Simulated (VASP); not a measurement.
Wanted: the native input for a VASP 6.6.1 run.

```yaml
Task: G0W0 quasiparticle levels
Functional: PBE
Potentials_or_basis: VASP PAW PBE potentials, release 64 (Mg_GW, O_GW)
Cutoff: 500 eV
k_mesh: 6 × 6 × 6
Occupations: gaussian, width 0.01 eV
Spin: no spin polarisation
Dipole_correction: no
GW_scheme: G0W0
GW_iterations: 1
Cutoff_of_the_response_function: 113.3
Frequency_points: 48
Empty_bands: 86
Further_INCAR_settings: ALGO = EVGW0; EDIFF = 1e-08; NBANDS = 90
```

The system is MgO.

```
Mg O
1.0
     0.00000    2.10550    2.10550
     2.10550    0.00000    2.10550
     2.10550    2.10550    0.00000
Mg O
1 1
Direct
  0.00000 0.00000 0.00000
  0.50000 0.50000 0.50000
```

These files were run (other wordings do the same):

POSCAR

```
MgO
1.0
    0.0000000000      2.1055000000      2.1055000000
    2.1055000000      0.0000000000      2.1055000000
    2.1055000000      2.1055000000      0.0000000000
Mg O
1 1
Direct
    0.0000000000      0.0000000000      0.0000000000
    0.5000000000      0.5000000000      0.5000000000
```

INCAR.step1

```
ALGO = Normal
EDIFF = 1E-8
ENCUT = 500
GGA = PE
ISMEAR = 0
LASPH = T
LCHARG = F
LREAL = F
LWAVE = T
NELM = 60
PREC = Accurate
SIGMA = 0.01
```

INCAR.step2

```
ALGO = Exact
EDIFF = 1E-8
ENCUT = 500
GGA = PE
ISMEAR = 0
ISTART = 1
LASPH = T
LCHARG = F
LOPTICS = T
LREAL = F
LWAVE = T
NBANDS = 90
NELM = 1
PREC = Accurate
SIGMA = 0.01
```

INCAR.step3

```
ALGO = EVGW0
EDIFF = 1E-8
ENCUT = 500
ENCUTGW = 113.3
GGA = PE
ISMEAR = 0
ISTART = 1
LASPH = T
LCHARG = F
LREAL = F
LWAVE = F
NBANDS = 90
NBANDSGW = 12
NELMGW = 1
NOMEGA = 48
PREC = Accurate
PRECFOCK = Fast
SIGMA = 0.01
```

KPOINTS

```
k-points
0
Gamma
  6 6 6
```

Potentials or basis: VASP PAW PBE potentials, release 64 (Mg_GW, O_GW).

The run is started by

```sh
$ cat potpaw_PBE.64/Mg_GW/POTCAR potpaw_PBE.64/O_GW/POTCAR > POTCAR
$ cp INCAR.step1 INCAR
$ mpirun -np 1 vasp_std > vasp.out
$ cp INCAR.step2 INCAR
$ mpirun -np 1 vasp_std > vasp.out
$ cp INCAR.step3 INCAR
$ mpirun -np 1 vasp_std > vasp.out
```

It gave:

| Item | Value |
| --- | --- |
| Quasiparticle gap | 7.17 eV |
| Least direct quasiparticle gap | 7.17 eV |
| Band gap of the starting levels on the mesh | 4.73 eV |
| Least direct gap of the starting levels on the mesh | 4.73 eV |

Caveat: the k points lie up to 0.43 Å⁻¹ apart; bands, screening cutoff and mesh are small and nothing is extrapolated, so the quasiparticle values aren't converged.

Wall time 2.1 min on 1 thread of Intel(R) Xeon(R) Platinum 8488C (Sapphire Rapids) (shared host), peak memory 0.34 GiB.
